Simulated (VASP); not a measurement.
# WSe2 (P-3m1) in VASP: further runs

WSe2 is run at these levels: r2SCAN; tasks: single point.

Everything below comes from runs of VASP 6.6.1. Logs are shortened: lines on timing, memory, paths and dates and some standing lists are left out, and cuts for length are marked.

## 1. The cell of the first run

Symmetry: P-3m1, No. 164, trigonal system. Conventional cell: a = 3.315 Å, b = 3.315 Å, c = 6.519 Å, α = 90.00°, β = 90.00°, γ = 120.00°. W (site symmetry -3m) has 6 Se at 2.54 Å and 6 W at 3.32 Å within 3.4 Å. Se (site symmetry 3m) has 3 W at 2.54 Å and 6 Se at 3.32 Å within 3.4 Å.

## 2. Single point, r2SCAN

Input file POSCAR:

```
WSe2
1.0
    3.3153441874      0.0000000000      0.0000000000
   -1.6576720937      2.8711722886      0.0000000000
    0.0000000000      0.0000000000      6.5191986732
W Se
1 2
Direct
    0.0000000000      0.0000000000      0.0000000000
    0.3333333333      0.6666666667      0.2571683820
    0.6666666667      0.3333333333      0.7428316180
```

Input file INCAR.step1:

```
SYSTEM = WSe2
ALGO     = Normal         ! electronic algorithm
EDIFF    = 1E-4           ! SCF threshold, eV
ENCUT    = 520            ! plane-wave cutoff, eV
GGA      = PE             ! functional
ISMEAR   = 1              ! smearing method
LASPH    = .TRUE.         ! aspherical terms in the spheres
LCHARG   = .FALSE.        ! write CHGCAR
LREAL    = .FALSE.        ! projectors in reciprocal space
LWAVE    = .TRUE.         ! write WAVECAR
NBANDS   = 20             ! bands
NELM     = 100            ! most SCF steps
PREC     = Accurate       ! precision mode
SIGMA    = 0.001          ! smearing width, eV
```

Input file INCAR.step2:

```
SYSTEM = WSe2
ALGO     = Normal         ! electronic algorithm
EDIFF    = 1E-6           ! SCF threshold, eV
ENCUT    = 520            ! plane-wave cutoff, eV
ISIF     = 2              ! what is computed and relaxed
ISMEAR   = 1              ! smearing method
ISTART   = 1            
LASPH    = .TRUE.         ! aspherical terms in the spheres
LCHARG   = .TRUE.         ! write CHGCAR
LELF     = .TRUE.         ! ELF
LMIXTAU  = .TRUE.       
LREAL    = .FALSE.        ! projectors in reciprocal space
LVHAR    = .TRUE.       
LWAVE    = .FALSE.        ! write WAVECAR
METAGGA  = R2SCAN         ! meta-GGA
NBANDS   = 20             ! bands
NELM     = 100            ! most SCF steps
PREC     = Accurate       ! precision mode
SIGMA    = 0.001          ! smearing width, eV
```

Input file KPOINTS:

```
k-points
0
G
  6 6 4
  0 0 0
```

Potentials or basis: VASP PAW PBE potentials, release 64 (W_sv, Se).

Launch:

```
$ cat potpaw_PBE.64/W_sv/POTCAR potpaw_PBE.64/Se/POTCAR > POTCAR
$ cp INCAR.step1 INCAR
$ mpirun -np 1 vasp_std > vasp.out
$ cp INCAR.step2 INCAR
$ mpirun -np 1 vasp_std > vasp.out
```

OUTCAR:

```text
SYSTEM = WSe2
   EDIFF = 1E-6
   ENCUT = 520
   ISIF = 2
   ISMEAR = 1
   ISTART = 1
   LASPH = .TRUE.
   LREAL = .FALSE.
   METAGGA = R2SCAN
   NELM = 100
   PREC = Accurate

 ion  position               nearest neighbor table
   1  0.000  0.000  0.000-   2 2.54   3 2.54   3 2.54   2 2.54   3 2.54   2 2.54
   2  0.333  0.667  0.257-   1 2.54   1 2.54   1 2.54
   3  0.667  0.333  0.743-   1 2.54   1 2.54   1 2.54

  LATTYP: Found a hexagonal cell.
 ALAT       =     3.3153441874
 C/A-ratio  =     1.9663716057

  Lattice vectors:

 A1 = (   3.3153441874,   0.0000000000,   0.0000000000)
 A2 = (  -1.6576720937,   2.8711722886,   0.0000000000)
 A3 = (   0.0000000000,   0.0000000000,   6.5191986732)

Analysis of symmetry for initial positions (statically):
=====================================================================
 Subroutine PRICEL returns:
 Original cell was already a primitive cell.

 Routine SETGRP: Setting up the symmetry group for a
 hexagonal supercell.

 Subroutine GETGRP returns: Found 12 space group operations
 (whereof 12 operations were pure point group operations)
 out of a pool of 24 trial point group operations.

The static configuration has the point symmetry D_3d.

Analysis of symmetry for dynamics (positions and initial velocities):
=====================================================================
 Subroutine PRICEL returns:
 Original cell was already a primitive cell.

 Routine SETGRP: Setting up the symmetry group for a
 hexagonal supercell.

 Subroutine GETGRP returns: Found 12 space group operations
 (whereof 12 operations were pure point group operations)
 out of a pool of 24 trial point group operations.

The dynamic configuration has the point symmetry D_3d.

 Subroutine INISYM returns: Found 12 space group operations
 (whereof 12 operations are pure point group operations),
 and found     1 'primitive' translations

----------------------------------------------------------------------------------------

                                     Primitive cell

  volume of cell :      62.0558

  direct lattice vectors                    reciprocal lattice vectors
[... 82 lines left out ...]
   ISPIN  =      1    spin polarized calculation?
   LNONCOLLINEAR =      F non collinear calculations
   LSORBIT =      F    spin-orbit coupling
   LASPH  =      T    aspherical Exc in radial PAW
   ENCUT  =  520.0 eV  38.22 Ry    6.18 a.u.   6.16  6.16 12.12*2*pi/ulx,y,z
   NELM   =    100;   NELMIN=  2; NELMDL=  0     # of ELM steps
   EDIFF  = 0.1E-05   stopping-criterion for ELM
   LREAL  =      F    real-space projection
   EDIFFG = 0.1E-04   stopping-criterion for IOM
   NSW    =      0    number of steps for IOM
   IBRION =     -1    ionic relax: 0-MD 1-quasi-New 2-CG
   NFREE  =      0    steps in history (QN), initial steepest desc. (CG)
   ISIF   =      2    stress and relaxation
   ISYM   =      2    0-nonsym 1-usesym 2-fastsym
   POTIM  = 0.5000    time-step for ionic-motion
   TEBEG  =    0.0;   TEEND  =   0.0 temperature during run
   PSTRESS=    0.0 pullay stress
   NELECT =      26.0000    total number of electrons
   NUPDOWN=      -1.0000    fix difference up-down
   EMIN   =  10.00;   EMAX   =-10.00  energy-range for DOS
   EFERMI =   0.00;   METHOD = LEGACY
   ISMEAR =     1;   SIGMA  =   0.00  broadening in eV -4-tet -1-fermi 0-gaus
   EFERMI_NEDOS =   21; number of points for ismear=-14 and -15
   IALGO  =     38    algorithm
   IMIX   =      4    mixing-type and parameters
     AMIX     =   0.40;   BMIX     =  1.00
     AMIX_MAG =   1.60;   BMIX_MAG =  1.00
  volume/ion in A,a.u.               =      20.69       139.59
  Fermi-wavevector in a.u.,A,eV,Ry     =   1.225007  2.314928 20.417477  1.500642
  Thomas-Fermi vector in A             =   2.360061
   LORBIT       =      0    0 simple, 1 ext, 2 COOP (PROOUT), +10 PAW based schemes
   METAGGA = R2SCAN    functional components
   LHFCALC =     F    Hartree Fock is set to
   AEXX    =    0.0000 exact exchange contribution
   IVDW    =     0    specifies the selected vdW correction
   LEPSILON=     F    determine dielectric tensor
   LRPA    =     F    only Hartree local field effects (RPA)
 non-spin polarized calculation
 Methfessel and Paxton  Order N= 1 SIGMA  =   0.00
  energy-cutoff  :      520.00
  volume of cell :       62.06
 maximum number of plane-waves:      1698
 NGX is ok and might be reduce to    28
   NGX = 13   NGY = 13   NGZ = 25

 number of electron      26.0000001 magnetization

 Free energy of the ion-electron system (eV)
  ---------------------------------------------------
  ext. energy  EPLUGINS =         0.00000000
  ---------------------------------------------------
  free energy    TOTEN  =       -80.94652045 eV

  energy without entropy =      -80.94651008  energy(sigma->0) =      -80.94651699

 E-fermi :   6.3912     XC(G=0): -11.2916

 val. band max:        6.3728867469   @ k =   0.0000   0.0000   0.2500
 cond. band min:       6.3913962623   @ k =   0.1667   0.1667   0.5000
 fundamental gap:      0.0185095154
 Fermi energy:         6.3911948609

 k-point     1 :       0.0000    0.0000    0.0000
  band No.  band energies     occupation
      1     -70.4778      2.00000
      2     -34.0043      2.00000
      3     -34.0043      2.00000
      4     -33.9679      2.00000
      5      -9.8952      2.00000
      6      -8.3489      2.00000
[... 541 lines left out ...]
     19      13.6756      0.00000
     20      13.8154      0.00000

------------------------ aborting loop because EDIFF is reached ----------------------------------------

  FORCE on cell =-STRESS in cart. coord.  units (eV):
  Direction    XX          YY          ZZ          XY          YZ          ZX
  --------------------------------------------------------------------------------------
  -------------------------------------------------------------------------------------
  Total        0.8086229      0.8086229      0.4651680     -0.0000000     -0.0000000      0.0000000
  in kB       20.8773083     20.8773083     12.0098704     -0.0000000     -0.0000000      0.0000000
  external PRESSURE =      17.9214957 kB  Pullay stress =       0.0000000 kB

 VOLUME and BASIS-vectors are now :
 -----------------------------------------------------------------------------
  energy-cutoff  :      520.00
  volume of cell :       62.06
      direct lattice vectors                 reciprocal lattice vectors
     3.315344187  0.000000000  0.000000000     0.301627808  0.174144896  0.000000000
    -1.657672094  2.871172289  0.000000000     0.000000000  0.348289792  0.000000000
     0.000000000  0.000000000  6.519198673     0.000000000  0.000000000  0.153393086

 POSITION                                       TOTAL-FORCE (eV/Angst)
 -----------------------------------------------------------------------------------
      0.00000      0.00000      0.00000        -0.000000      0.000000      0.000000
     -0.00000      1.91411      1.67653        -0.000000      0.000000     -0.081091
      1.65767      0.95706      4.84267         0.000000     -0.000000      0.081091
 -----------------------------------------------------------------------------------
    total drift:                               -0.000000     -0.000000     -0.000000

  FREE ENERGIE OF THE ION-ELECTRON SYSTEM (eV)
  ---------------------------------------------------
  free  energy   TOTEN  =       -80.9465204465 eV

  energy  without entropy=      -80.9465100754  energy(sigma->0) =      -80.94651699
```

Run time: 95 s. Hardware: 1 thread of AMD EPYC 7R13 (Zen 3), shared host; peak memory 0.18 GiB.

Results:

| Quantity | Value |
| --- | --- |
| Free energy | -80.9465 eV |
| Pressure | 1.8 GPa |
| Largest force | 0.081 eV/Å |
| Band gap on the k mesh | zero (bands 13 and 14 overlap by 0.93 eV) |

Forces in eV/Å, atoms in the order of the input:
```
W    0.000  0.000  0.000
Se   0.000  0.000 -0.081
Se   0.000  0.000  0.081
```

Stress tensor (GPa, compression positive):
```
2.09 0.00 0.00
0.00 2.09 0.00
0.00 0.00 1.20
```

Caveat: the k points lie up to 0.36 Å⁻¹ apart, too coarse for converged energies and pressures of a metal; the PAW data sets were made with another functional, which shifts forces and pressure a little; spin-orbit coupling is left out, which moves the levels of the heavy elements.

## 3. Single point, r2SCAN

POSCAR is that of step 2.

Input file INCAR.step1:

```
SYSTEM = WSe2
ALGO = Normal
EDIFF = 1E-4
ENCUT = 520
GGA = PE
ISMEAR = -1
LASPH = .True.
LCHARG = .False.
LREAL = .False.
LWAVE = .True.
NBANDS = 20
NELM = 60
PREC = Accurate
SIGMA = 0.02
```

Input file INCAR.step2:

```
SYSTEM = WSe2
ALGO = Normal
EDIFF = 1E-6
ENCUT = 520
ISIF = 2
ISMEAR = -1
ISTART = 1
LASPH = .True.
LCHARG = .False.
LMIXTAU = .True.
LREAL = .False.
LWAVE = .False.
METAGGA = R2SCAN
NBANDS = 20
NELM = 60
PREC = Accurate
SIGMA = 0.02
```

Input file KPOINTS:

```
k-points
0
Gamma
  6 6 4
  0 0 0
```

Potentials or basis: VASP PAW PBE potentials, release 64 (W_sv, Se).

Launch:

```
$ cat potpaw_PBE.64/W_sv/POTCAR potpaw_PBE.64/Se/POTCAR > POTCAR
$ cp INCAR.step1 INCAR
$ mpirun -np 1 vasp_std > vasp.out
$ cp INCAR.step2 INCAR
$ mpirun -np 1 vasp_std > vasp.out
```

Run time: 93 s. Hardware: 1 thread of AMD EPYC 7R13 (Zen 3), shared host; peak memory 0.18 GiB.

Results (log left out):

| Item | Value |
| --- | --- |
| Free energy | -80.9481 eV |
| Pressure | 1.8 GPa |
| Largest force | 0.063 eV/Å |
| Band gap on the k mesh | zero (bands 13 and 14 overlap by 0.93 eV) |

Forces in eV/Å, atoms in the order of the input:
```
W    0.000  0.000  0.000
Se   0.000  0.000 -0.063
Se   0.000  0.000  0.063
```

Stress tensor (GPa, compression positive):
```
1.93 0.00 0.00
0.00 1.93 0.00
0.00 0.00 1.39
```

Levels at points of the mesh, in eV from the Fermi level:
```csv
k point,band 11,band 12,band 13,band 14,band 15,band 16
"(0.00, 0.00, 0.00)",-1.53,-0.79,-0.79,0.05,0.05,3.48
"(0.50, 0.00, 0.00)",-3.88,-2.02,-1.88,1.42,1.95,3.19
"(0.00, 0.00, 0.50)",-0.79,-0.79,-0.41,-0.08,-0.08,3.75
"(0.50, 0.00, 0.50)",-2.79,-2.46,-1.62,1.42,2.09,3.45
```

Caveat: the k points lie up to 0.36 Å⁻¹ apart, too coarse for converged energies and pressures of a metal; the PAW data sets were made with another functional, which shifts forces and pressure a little; spin-orbit coupling is left out, which moves the levels of the heavy elements.

## 4. Single point, r2SCAN

POSCAR is that of step 3.

Input file INCAR.step1:

```
ALGO = Normal ; EDIFF = 1E-4
ENCUT = 520 ; GGA = PE
ISMEAR = 1 ; LASPH = True
LCHARG = False ; LREAL = False
LWAVE = True ; NBANDS = 20
NELM = 60 ; PREC = Accurate
SIGMA = 0.001
```

Input file INCAR.step2:

```
ALGO = Normal ; EDIFF = 1E-6
ENCUT = 520 ; ISIF = 2
ISMEAR = 1 ; ISTART = 1
LASPH = True ; LCHARG = True
LELF = True ; LMIXTAU = True
LREAL = False ; LVHAR = True
LWAVE = False ; METAGGA = R2SCAN
NBANDS = 20 ; NELM = 60
PREC = Accurate ; SIGMA = 0.001
```

Input file KPOINTS:

```
k-points
0
Gamma
  6 6 4
```

Launch:

```
$ cat potpaw_PBE.64/W_sv/POTCAR potpaw_PBE.64/Se/POTCAR > POTCAR
$ cp INCAR.step1 INCAR
$ mpirun -np 1 vasp_std > vasp.out
$ cp INCAR.step2 INCAR
$ mpirun -np 1 vasp_std > vasp.out
```

Run time: 95 s. Hardware: 1 thread of AMD EPYC 7R13 (Zen 3), shared host; peak memory 0.18 GiB.

The run converged. Its results:

| Item | Value |
| --- | --- |
| Free energy | -80.9465 eV |
| Pressure | 1.8 GPa |
| Largest force | 0.081 eV/Å |
| Band gap on the k mesh | zero (bands 13 and 14 overlap by 0.93 eV) |

Forces on the atoms (eV/Å):
```
W    0.000  0.000  0.000
Se   0.000  0.000 -0.081
Se   0.000  0.000  0.081
```

Stress tensor (GPa, compression positive):
```
2.09 0.00 0.00
0.00 2.09 0.00
0.00 0.00 1.20
```

Levels at points of the mesh, in eV from the Fermi level:
| k point | band 11 | band 12 | band 13 | band 14 | band 15 | band 16 |
| --- | --- | --- | --- | --- | --- | --- |
| (0.00, 0.00, 0.00) | -1.54 | -0.79 | -0.79 | 0.05 | 0.05 | 3.48 |
| (0.50, 0.00, 0.00) | -3.88 | -2.02 | -1.88 | 1.41 | 1.95 | 3.19 |
| (0.00, 0.00, 0.50) | -0.80 | -0.80 | -0.41 | -0.08 | -0.08 | 3.75 |
| (0.50, 0.00, 0.50) | -2.79 | -2.46 | -1.62 | 1.41 | 2.09 | 3.45 |

Caveat: the k points lie up to 0.36 Å⁻¹ apart, too coarse for converged energies and pressures of a metal; the PAW data sets were made with another functional, which shifts forces and pressure a little; spin-orbit coupling is left out, which moves the levels of the heavy elements.

## 5. Single point, r2SCAN

POSCAR is that of step 4.

Input file INCAR.step1:

```
SYSTEM = WSe2
PREC = Accurate ; ENCUT = 520
ISMEAR = 0 ; SIGMA = 0.2
LREAL = .False. ; LASPH = .True.
NELM = 60 ; NBANDS = 20
GGA = PE ; ALGO = Normal
EDIFF = 1E-4 ; LWAVE = .True.
LCHARG = .False.
```

Input file INCAR.step2:

```
SYSTEM = WSe2
PREC = Accurate ; ENCUT = 520
EDIFF = 1E-6 ; ISMEAR = 0
SIGMA = 0.2 ; LREAL = .False.
LASPH = .True. ; NELM = 60
ALGO = Normal ; ISIF = 2
LWAVE = .False. ; LCHARG = .False.
METAGGA = R2SCAN ; LMIXTAU = .True.
NBANDS = 20 ; ISTART = 1
```

Input file KPOINTS:

```
regular mesh
0
Gamma
  6 6 4
  0 0 0
```

Launch:

```
$ cat potpaw_PBE.64/W_sv/POTCAR potpaw_PBE.64/Se/POTCAR > POTCAR
$ cp INCAR.step1 INCAR
$ mpirun -np 1 vasp_std > vasp.out
$ cp INCAR.step2 INCAR
$ mpirun -np 1 vasp_std > vasp.out
```

It took 90 s on 1 thread of AMD EPYC 7R13 (Zen 3), shared host; peak memory 0.18 GiB.

It converged, with:

```
Free energy            : -80.9576 eV
Pressure               : 1.7 GPa
Largest force          : 0.041 eV/Å
Band gap on the k mesh : zero (bands 13 and 14 overlap by 0.95 eV)
```

Forces on the atoms (eV/Å):
```
W    0.000  0.000  0.000
Se   0.000  0.000 -0.041
Se   0.000  0.000  0.041
```

Stress tensor (GPa, compression positive):
```
1.75 0.00 0.00
0.00 1.75 0.00
0.00 0.00 1.62
```

Levels at points of the mesh, in eV from the Fermi level:
| k point | band 10 | band 11 | band 12 | band 13 | band 14 | band 15 | band 16 | band 17 |
| --- | --- | --- | --- | --- | --- | --- | --- | --- |
| (0.00, 0.00, 0.00) | -1.99 | -1.50 | -0.75 | -0.75 | 0.07 | 0.07 | 3.51 | 3.51 |
| (0.50, 0.00, 0.00) | -4.00 | -3.85 | -1.99 | -1.86 | 1.45 | 1.98 | 3.22 | 4.04 |
| (0.00, 0.00, 0.50) | -3.73 | -0.76 | -0.76 | -0.38 | -0.06 | -0.06 | 3.78 | 3.78 |
| (0.50, 0.00, 0.50) | -4.09 | -2.77 | -2.43 | -1.60 | 1.45 | 2.13 | 3.48 | 4.00 |

Caveat: the k points lie up to 0.36 Å⁻¹ apart, too coarse for converged energies and pressures of a metal; the PAW data sets were made with another functional, which shifts forces and pressure a little; spin-orbit coupling is left out, which moves the levels of the heavy elements.

## 6. The runs side by side

```tsv
smearing	gap on the mesh (eV)	pressure (GPa)	largest force (eV/Å)
methfessel-paxton 0.001 eV	none	1.8	0.08
fermi-dirac 0.02 eV	none	1.8	0.06
gaussian 0.2 eV	none	1.7	0.04
```

Alike in all rows: task single point; level r2SCAN; potentials or basis VASP PAW PBE potentials, release 64 (W_sv, Se); no spin polarisation; cell as given; k mesh 6 × 6 × 4; cutoff (eV) 520.

Caveats: all runs use coarse meshes; the PAW data sets were made with another functional, which shifts forces and pressure a little; spin-orbit coupling is left out, which moves the levels of the heavy elements.

Absolute energies hang on the potentials; compare differences alone.

The gap in the log of VASP goes by the Fermi energy; the results here count the filled bands.